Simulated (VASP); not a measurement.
Crystal: Cu.

```
Cu
1.0
     0.00000    2.48500    2.48500
     2.48500    0.00000    2.48500
     2.48500    2.48500    0.00000
Cu
2
Direct
  0.00000 0.00000 0.00000
  0.25000 0.25000 0.25000
```

This isn't the form of Cu at room conditions, which is fcc.

- Program: VASP 6.6.1
- Task: relaxation of cell and atoms
- Functional: PBEsol
- Potentials or basis: VASP PAW PBE potentials, release 64 (Cu)
- Cutoff: 600 eV
- k mesh: 15 × 15 × 15
- Occupations: fermi-dirac, width 0.05 eV
- Spin: no spin polarisation

At the start: pressure 15.7 GPa; volume 15.35 Å³/atom.

Task: How do energy, volume and symmetry change on relaxing?

Result: Over 4 steps the energy falls by 111.5 meV/atom and the volume is 18.02 Å³/atom (+17.5 %); space group Fd-3m (No. 227, to 0.1 Å) before and after.

The path:
```csv
step,energy change (eV),largest force (eV/Å),pressure (GPa),volume (Å³)
1,0.0000,0.0000,15.72,30.69
2,-0.2044,0.0000,-3.03,37.88
3,-0.2230,0.0000,0.12,35.94
4,-0.2230,0.0000,-0.07,36.05
```

Final structure:
```
Cu
1.0
     0.00000    2.62188    2.62188
     2.62188    0.00000    2.62188
     2.62188    2.62188    0.00000
Cu
2
Direct
  0.00000 0.00000 0.00000
  0.25000 0.25000 0.25000
```

Caveat: the volume moved by over 15 % at a fixed basis, so the end points are rough; the PAW data sets were made with another functional, which shifts forces and pressure a little.
